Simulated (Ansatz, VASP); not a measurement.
One calculation of SnO, two programs

The input INCAR:

```
SYSTEM = SnO
PREC = Accurate
ENCUT = 520
EDIFF = 1E-6
ISMEAR = 0
SIGMA = 0.15
LREAL = .False.
LASPH = .True.
NELM = 100
ALGO = Normal
ISIF = 2
LWAVE = .False.
LCHARG = .False.
NBANDS = 28
```

The input KPOINTS:

```
regular mesh
0
Gamma
  10 10 8
  0 0 0
```

File POSCAR:

```
SnO
1.0
    3.7668771934      0.0000000000      0.0000000000
    0.0000000000      3.7668771934      0.0000000000
    0.0000000000      0.0000000000      4.0967000000
Sn O
2 2
Direct
    0.0000000000      0.5000000000      0.2457459271
    0.5000000000      0.0000000000      0.7542540729
    0.0000000000      0.0000000000      0.0000000000
    0.5000000000      0.5000000000      0.0000000000
```

Input for Ansatz:

```yaml
crystal:
  lattice:
    - [3.7668771934, 0.0, 0.0]
    - [0.0, 3.7668771934, 0.0]
    - [0.0, 0.0, 4.0967]
  atoms:
    - { symbol: Sn, position: [0.0, 0.5, 0.2457459271] }
    - { symbol: Sn, position: [0.5, 0.0, 0.7542540729] }
    - { symbol: O, position: [0.0, 0.0, 0.0] }
    - { symbol: O, position: [0.5, 0.5, 0.0] }
basis:
  ecutwfc: 520.0
kpoints:
  mp_grid: { grid: [10, 10, 8] }
hamiltonian:
  xc: lda
scf:
  occupations: { method: gaussian, width: 0.15 }
output:
  forces: true
  stress: true
  eigenvalues: true
```

Alike in both runs: task single point; functional LDA; k mesh 10 × 10 × 8; occupations gaussian, width 0.15 eV; no spin polarisation.

|  | VASP | Ansatz |
| --- | --- | --- |
| version | VASP 6.6.1 | Ansatz 0.2.0 |
| potentials or method | VASP PAW LDA potentials, release 64 (Sn_d, O), cutoff 520 eV | scalar-relativistic, plane waves, PAW |
| valence electrons in the cell | 40 | 40 |

```tsv
	VASP	Ansatz	Ansatz less VASP
gap on the k mesh at the Fermi level (eV)	none	none	-
pressure (GPa)	15.1	14.4	-0.66
traceless stress, the component that is largest in VASP (GPa)	3.25	3.35	+0.105
rms of the force components (eV/Å)	0.906	0.851	-0.0553
```

LDA's correlation is that of Perdew and Zunger in VASP and of Perdew and Wang (1992) in Ansatz. Atom by atom the forces differ by 0.055 eV/Å (rms over components). A gap of «none» marks a metal or a gap that the smearing closes.
